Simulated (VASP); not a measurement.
**AlIn: single point with PBE**

Crystal: AlIn.

```
Al In
1.0
     3.09432    0.00000    0.00000
    -1.54717    2.67977    0.00000
     0.00000    0.00000    5.90471
Al In
1 1
Direct
  0.00000 0.00000 0.00000
  0.00000 0.00000 0.50000
```

| Quantity | Value |
| --- | --- |
| Program | VASP 6.6.1 |
| Task | single point |
| Functional | PBE |
| Potentials or basis | VASP PAW PBE potentials, release 64 (Al, In_d) |
| Cutoff | 520 eV |
| k mesh | 10 × 10 × 5 |
| Occupations | fermi-dirac, width 0.05 eV |
| Spin | no spin polarisation |
| Dipole correction | no |
| Further INCAR settings | ALGO = Normal; EDIFF = 1e-06; NBANDS = 15 |

The pressure is -1.7 GPa and the band gap on the k mesh is zero (band 8 reaches 7.80 eV, above the bottom of band 9 at 4.34 eV).

Stress tensor (GPa, compression positive):
```
-1.43  0.00  0.00
 0.00 -1.43  0.00
 0.00  0.00 -2.33
```

Levels at points of the mesh, in eV from the Fermi level:
```csv
k point,band 6,band 7,band 8,band 9,band 10,band 11
"(0.00, 0.00, 0.00)",-9.33,-5.46,-3.73,7.32,9.08,9.78
"(0.50, 0.00, 0.00)",-4.16,-3.35,-0.48,-0.02,0.21,3.51
```

Run time: 18 s on 1 thread of Intel(R) Xeon(R) Platinum 8375C CPU @ 2.90GHz (Ice Lake) (shared host), peak memory 0.18 GiB.

Caveat: spin-orbit coupling is left out, which moves the levels of the heavy elements.
